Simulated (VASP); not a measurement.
Input of a VASP 6.6.1 run:

Contents of INCAR:

```
  ALGO = Fast
  EDIFF = 1E-7
  EDIFFG = -0.01
  ENCUT = 600
  GGA = PS
  IBRION = 2
  ISIF = 4
  ISMEAR = 0
  LASPH = T
  LCHARG = F
  LREAL = F
  LWAVE = F
  NELM = 100
  NSW = 50
  PREC = Accurate
  SIGMA = 0.1
```

KPOINTS

```
k-points
0
Gamma
  18 18 10
```

File POSCAR:

```
Rh
1.0
    2.6330723454      0.0000000000      0.0000000000
   -1.3165361727      2.2803075411      0.0000000000
    0.0000000000      0.0000000000      4.2431485678
Rh
2
Direct
    0.6666666667      0.3333333333      0.7500000000
    0.3333333333      0.6666666667      0.2500000000
```

Potentials or basis: VASP PAW PBE potentials, release 64 (Rh_pv).

Launch:

```sh
$ cat potpaw_PBE.64/Rh_pv/POTCAR > POTCAR
$ mpirun -np 1 vasp_std > vasp.out
```

(1) Predict the band gap on the k mesh.

## Answers

(1) zero (bands 15 and 16 overlap by 2.77 eV).
